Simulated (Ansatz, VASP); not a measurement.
MgO: VASP beside Ansatz

```
CELL_PARAMETERS angstrom
0.00000 2.10217 2.03910
2.10217 0.00000 2.03910
2.10217 2.10217 0.00000
ATOMIC_POSITIONS crystal
Mg 0.00000 0.00000 0.00000
O 0.50000 0.50000 0.50000
```

Change from the starting cell: uniaxial_z strain -3.0%.

Alike in both runs: task single point; functional PBE; k mesh 10 × 10 × 10; occupations fermi-dirac, width 0.02 eV; no spin polarisation.

|  | VASP | Ansatz |
| --- | --- | --- |
| version | VASP 6.6.1 | Ansatz 0.2.0 |
| potentials or method | VASP PAW PBE potentials, release 64 (Mg, O) | plane waves, PAW |
| plane-wave cutoff (eV) | 520 | 420 |
| valence electrons in the cell | 8 | 16 |

```csv
,VASP,Ansatz,Ansatz less VASP
gap on the k mesh at the Fermi level (eV),5.06,5.07,+0.016
pressure (GPa),10.8,11.5,+0.69
"traceless stress, the component that is largest in VASP (GPa)",5.54,5.50,-0.045
```

The functional is the same, so the differences come from potentials, cutoffs and numerics. VASP's potentials hold 8 valence electrons a cell and Ansatz's 16, so a difference there can come from the potentials and not from the codes.
